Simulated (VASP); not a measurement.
## Si7Ge: single point with PBEsol

Si7Ge:

```
CELL_PARAMETERS angstrom
5.31463 0.00000 0.00000
0.00000 5.31463 0.00000
0.00000 0.00000 5.75946
ATOMIC_POSITIONS crystal
Si 0.25260 0.25260 0.25260
Si 0.00000 0.50000 0.50000
Si 0.50000 0.50000 0.00000
Si 0.50000 0.00000 0.50000
Si 0.74740 0.25260 0.74740
Si 0.74740 0.74740 0.25260
Si 0.25260 0.74740 0.74740
Ge 0.00000 0.00000 0.00000
```

| Item | Value |
| --- | --- |
| Program | VASP 6.6.1 |
| Task | single point |
| Functional | PBEsol |
| Potentials or basis | VASP PAW PBE potentials, release 64 (Si, Ge_d) |
| Cutoff | 520 eV |
| k mesh | 8 × 8 × 8 |
| Occupations | gaussian, width 0.03 eV |
| Spin | no spin polarisation |

| Quantity | Value |
| --- | --- |
| Pressure | -0.1 GPa |
| Largest force | 0.024 eV/Å |
| Band gap on the k mesh | zero (filled and empty bands touch) |

Forces on the atoms (eV/Å):
```
Si   0.013  0.013 -0.015
Si   0.000  0.000  0.000
Si   0.000  0.000  0.000
Si   0.000  0.000  0.000
Si  -0.013  0.013  0.015
Si  -0.013 -0.013 -0.015
Si   0.013 -0.013  0.015
Ge   0.000  0.000  0.000
```

Stress tensor (GPa, compression positive):
```
 2.68  0.00  0.00
 0.00  2.68  0.00
 0.00  0.00 -5.67
```

Levels at points of the mesh, in eV from the Fermi level:
| k point | band 18 | band 19 | band 20 | band 21 | band 22 | band 23 | band 24 | band 25 |
| --- | --- | --- | --- | --- | --- | --- | --- | --- |
| (0.00, 0.00, 0.00) | -2.67 | -0.60 | -0.03 | 0.00 | 0.00 | 0.29 | 0.29 | 0.34 |
| (0.50, 0.00, 0.00) | -2.40 | -2.32 | -2.18 | -2.11 | 0.55 | 0.72 | 2.82 | 2.86 |
| (0.50, 0.50, 0.00) | -1.23 | -1.12 | -1.03 | -1.03 | 2.56 | 2.56 | 2.64 | 2.85 |
| (0.00, 0.00, 0.50) | -1.84 | -1.84 | -1.71 | -1.71 | 1.17 | 1.35 | 2.78 | 2.83 |
| (0.50, 0.00, 0.50) | -1.90 | -1.77 | -1.73 | -1.71 | 1.81 | 1.82 | 1.87 | 2.06 |
| (0.50, 0.50, 0.50) | -1.12 | -1.07 | -0.92 | -0.92 | 0.59 | 0.89 | 1.03 | 1.03 |

It took 5.2 min on 1 thread of Intel Xeon 8259CL, on a shared host, peak memory 0.47 GiB.

Caveat: semilocal functionals underestimate gaps, so a narrow gap can read as zero; the PAW data sets were made with another functional, which shifts forces and pressure a little.
